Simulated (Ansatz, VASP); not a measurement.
**TaN in VASP and in Ansatz**

INCAR

```
ALGO     = Normal         # electronic algorithm
EDIFF    = 1E-6           # SCF threshold, eV
ENCUT    = 520            # plane-wave cutoff, eV
GGA      = PE             # functional
ISIF     = 2              # what is computed and relaxed
ISMEAR   = -1             # smearing method
LASPH    = True           # aspherical terms in the spheres
LCHARG   = True           # write CHGCAR
LELF     = True           # ELF
LREAL    = False          # projectors in reciprocal space
LVHAR    = True         
LWAVE    = False          # write WAVECAR
NBANDS   = 33             # bands
NELM     = 80             # most SCF steps
PREC     = Accurate       # precision mode
SIGMA    = 0.01           # smearing width, eV
```

File KPOINTS:

```
k-points
0
Gamma
  6 6 9
```

Contents of POSCAR:

```
TaN
1.0
    5.1960008669      0.0000000000      0.0000000000
   -2.5980004334      4.4998687488      0.0000000000
    0.0000000000      0.0000000000      2.8818900000
Ta N
3 3
Direct
    0.3333333333      0.6666666667      0.5000000000
    0.6666666667      0.3333333333      0.5000000000
    0.0000000000      0.0000000000      0.0000000000
    0.3928500000      0.0000000000      0.0000000000
    0.6071500000      0.6071500000      0.0000000000
    0.0000000000      0.3928500000      0.0000000000
```

Input for Ansatz:

```yaml
crystal:
  lattice:
    - [5.1960008669, 0.0, 0.0]
    - [-2.5980004334, 4.4998687488, 0.0]
    - [0.0, 0.0, 2.88189]
  atoms:
    - { symbol: Ta, position: [0.3333333333, 0.6666666667, 0.5] }
    - { symbol: Ta, position: [0.6666666667, 0.3333333333, 0.5] }
    - { symbol: Ta, position: [0.0, 0.0, 0.0] }
    - { symbol: "N", position: [0.39285, 0.0, 0.0] }
    - { symbol: "N", position: [0.60715, 0.60715, 0.0] }
    - { symbol: "N", position: [0.0, 0.39285, 0.0] }
kpoints:
  mp_grid: { grid: [6, 6, 9] }
  band_path:
    path:
      - [0.0, 0.0, 0.0]
      - [0.5, 0.0, 0.0]
      - [0.3333333333, 0.3333333333, 0.0]
      - [0.0, 0.0, 0.0]
      - [0.0, 0.0, 0.5]
      - [0.5, 0.0, 0.5]
      - [0.3333333333, 0.3333333333, 0.5]
      - [0.0, 0.0, 0.5]
      - [0.5, 0.0, 0.5]
    npoints: 5
scf:
  occupations: { method: fermi_dirac, width: 0.01 }
hamiltonian:
  xc: pbe
  pseudopotentials: { kind: all_electron, lapw: { basis_error: 0.001 } }
output:
  forces: true
  stress: true
  eigenvalues: true
```

Change from the starting cell: zz strain of -1 %.

Alike in both runs: task single point; functional PBE; k mesh 6 × 6 × 9; occupations fermi-dirac, width 0.01 eV; no spin polarisation.

```csv
,VASP,Ansatz
version,VASP 6.6.1,Ansatz 0.2.0
potentials or method,"VASP PAW PBE potentials, release 64 (Ta_pv, N), cutoff 520 eV","all-electron LAPW, scalar-relativistic"
```

Ansatz gave:

| Property | Result |
| --- | --- |
| pressure (GPa) | 8.6 |
| traceless stress, the component that is largest in VASP (GPa) | 2.49 |
| rms of the force components (eV/Å) | 0.001 |

Question: Estimate VASP's values.

Answer: Pressure (GPa): 9.3; traceless stress, the component that is largest in VASP (GPa): 2.35; rms of the force components (eV/Å): 0.008.

Atom by atom the forces differ by 0.007 eV/Å (rms over components). Ansatz ran all-electron here, and VASP with PAW potentials.

Neither program's run includes spin-orbit coupling.
